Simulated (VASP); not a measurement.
Wanted: the native input for a VASP 6.6.1 run.

```
Task                   : single point
Functional             : PBEsol
Potentials or basis    : VASP PAW PBE potentials, release 64 (Sr_sv, Bi_d, Ti_sv, O)
Cutoff                 : 520 eV
k mesh                 : 1 × 1 × 1, shifted
Occupations            : fermi-dirac, width 0.05 eV
Spin                   : no spin polarisation
Dipole correction      : no
Further INCAR settings : LREAL = Auto; ALGO = Normal; EDIFF = 1e-06; NBANDS = 189; ISYM = 0
```

The structure of Sr4Ti3BiO12 (a cell with a defect) lies in POSCAR:

```
Sr4Ti3BiO12
1.0
    7.7828210000      0.0000000000      0.0000000000
    0.0000000000      7.7828210000      0.0000000000
    0.0000000000      0.0000000000      7.7828210000
Sr Bi Ti O
8 2 6 24
Direct
    0.9797450000      0.9972810000      0.9979800000
    0.9919350000      0.9911080000      0.4977870000
    0.9784980000      0.5076500000      0.9998600000
    0.9842810000      0.4852560000      0.5040250000
    0.5117900000      0.0141690000      0.0000270000
    0.5202700000      0.9948620000      0.4976360000
    0.5060250000      0.5079200000      0.0001970000
    0.5192710000      0.4999160000      0.4898660000
    0.2477390000      0.2497020000      0.2481780000
    0.2503080000      0.7483260000      0.7468960000
    0.2407150000      0.2484340000      0.7480330000
    0.2429360000      0.7506840000      0.2472130000
    0.7523870000      0.2449670000      0.2430380000
    0.7409090000      0.2490530000      0.7453610000
    0.7460000000      0.7455330000      0.2492360000
    0.7490890000      0.7486670000      0.7488260000
    0.2315420000      0.1744540000      0.9739570000
    0.2820960000      0.3132550000      0.5222640000
    0.2758260000      0.8131000000      0.0039130000
    0.2259460000      0.6816770000      0.4900240000
    0.7855310000      0.2548260000      0.0015590000
    0.7153650000      0.2461700000      0.5063020000
    0.7314740000      0.7444400000      0.9976630000
    0.7703170000      0.7576910000      0.5001410000
    0.9768090000      0.2369700000      0.3107860000
    0.9981970000      0.2382620000      0.7219610000
    0.9983760000      0.7736610000      0.2287410000
    0.9895170000      0.7680580000      0.7734500000
    0.5207570000      0.2851580000      0.2198780000
    0.5052480000      0.2609990000      0.7852380000
    0.5058470000      0.7322660000      0.2662780000
    0.5107600000      0.7304930000      0.7197970000
    0.2728140000      0.9765410000      0.3147090000
    0.2633430000      0.0044840000      0.6795370000
    0.2350710000      0.5227730000      0.1792880000
    0.2345280000      0.4916500000      0.8155910000
    0.7321290000      0.0010940000      0.2418050000
    0.7373580000      0.9988970000      0.7579680000
    0.7734880000      0.5051080000      0.2565410000
    0.7628460000      0.5013330000      0.7452280000
```

These files were run (other wordings do the same):

INCAR

```
SYSTEM = Sr4Ti3BiO12
PREC = Accurate
ENCUT = 520
EDIFF = 1E-6
ISMEAR = -1
SIGMA = 0.05
LREAL = Auto
LASPH = .TRUE.
NELM = 100
ALGO = Normal
ISIF = 2
LWAVE = .FALSE.
LCHARG = .FALSE.
GGA = PS
ISYM = 0
NBANDS = 189
```

KPOINTS

```
Automatic mesh
0
Gamma
  1 1 1
  0.25 0.25 0.25
```

Potentials or basis: VASP PAW PBE potentials, release 64 (Sr_sv, Bi_d, Ti_sv, O).

Command:

```console
$ cat potpaw_PBE.64/Sr_sv/POTCAR potpaw_PBE.64/Bi_d/POTCAR potpaw_PBE.64/Ti_sv/POTCAR potpaw_PBE.64/O/POTCAR > POTCAR
$ mpirun -np 1 vasp_std > vasp.out
```

It gave:

```
Pressure               : 13.7 GPa
Largest force          : 0.142 eV/Å
Band gap on the k mesh : 0.76 eV
```

Caveat: the PAW data sets were made with another functional, which shifts forces and pressure a little; spin-orbit coupling is left out, which moves the levels of the heavy elements.

It took 11 min on 1 thread of Intel(R) Xeon(R) Platinum 8375C CPU @ 2.90GHz (Ice Lake), on a shared host, peak memory 0.64 GiB.
